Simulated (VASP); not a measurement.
# Ag: single point with LDA

The system is Ag.

```
CELL_PARAMETERS angstrom
0.00000 2.04310 2.10439
2.04310 0.00000 2.10439
2.04310 2.04310 0.00000
ATOMIC_POSITIONS crystal
Ag 0.00000 0.00000 0.00000
```

This cell differs from its parent crystal: zz strain of +3 %.

```yaml
Program: VASP 6.6.1
Task: single point
Functional: LDA
Potentials_or_basis: VASP PAW LDA potentials, release 64 (Ag)
Cutoff: 520 eV
k_mesh: 15 × 15 × 15
Occupations: fermi-dirac, width 0.05 eV
Spin: no spin polarisation
```

```json
{
  "Pressure": "-9.8 GPa"
}
```

Stress tensor (GPa, compression positive):
```
 -9.61   0.00   0.00
  0.00  -9.61   0.00
  0.00   0.00 -10.12
```

Levels at points of the mesh, in eV from the Fermi level:
| k point | band 3 | band 4 | band 5 | band 6 | band 7 | band 8 | band 9 | band 10 |
| --- | --- | --- | --- | --- | --- | --- | --- | --- |
| (0.00, 0.00, 0.00) | -4.71 | -4.71 | -3.87 | -3.68 | 15.86 | 18.95 | 19.28 | 19.28 |

Run time: 20 s on 1 thread of Intel(R) Xeon(R) Platinum 8488C (Sapphire Rapids), on a shared host, peak memory 0.17 GiB.

Caveat: the cell differs from its parent crystal (zz strain of +3 %).
